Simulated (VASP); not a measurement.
Wanted: the native input for a VASP 6.6.1 run.

- Task: single point
- Functional: LDA
- Potentials or basis: VASP PAW LDA potentials, release 64 (Al)
- Cutoff: 520 eV
- k mesh: 10 × 10 × 10
- Occupations: fermi-dirac, width 0.1 eV
- Spin: no spin polarisation
- Dipole correction: no
- Further INCAR settings: ALGO = Normal; EDIFF = 1e-06; NBANDS = 10

The structure of Al lies in POSCAR:

```
Al
1.0
    0.0000000000      2.9744765845      2.9744765845
    2.9744765845      0.0000000000      2.9744765845
    2.9744765845      2.9744765845      0.0000000000
Al
2
Direct
    0.1250000000      0.1250000000      0.1250000000
    0.8750000000      0.8750000000      0.8750000000
```

One way to write it, as run:

INCAR

```
PREC = Accurate
ENCUT = 520
EDIFF = 1E-6
ISMEAR = -1
SIGMA = 0.1
LREAL = False
LASPH = True
NELM = 80
ALGO = Normal
ISIF = 2
LWAVE = False
LCHARG = False
GGA = CA
NBANDS = 10
```

KPOINTS

```
regular mesh
0
Gamma
  10 10 10
```

Potentials or basis: VASP PAW LDA potentials, release 64 (Al).

Launch:

```bash
$ cat potpaw_LDA.64/Al/POTCAR > POTCAR
$ mpirun -np 1 vasp_std > vasp.out
```

It gave:

* Pressure: 0.0 GPa
* Band gap on the k mesh: zero (band 3 reaches 5.11 eV, above the bottom of band 4 at 1.54 eV)

It took 6.7 s on 1 thread of Intel(R) Xeon(R) 6975P-C (Granite Rapids), with other jobs on the host, peak memory 0.15 GiB.
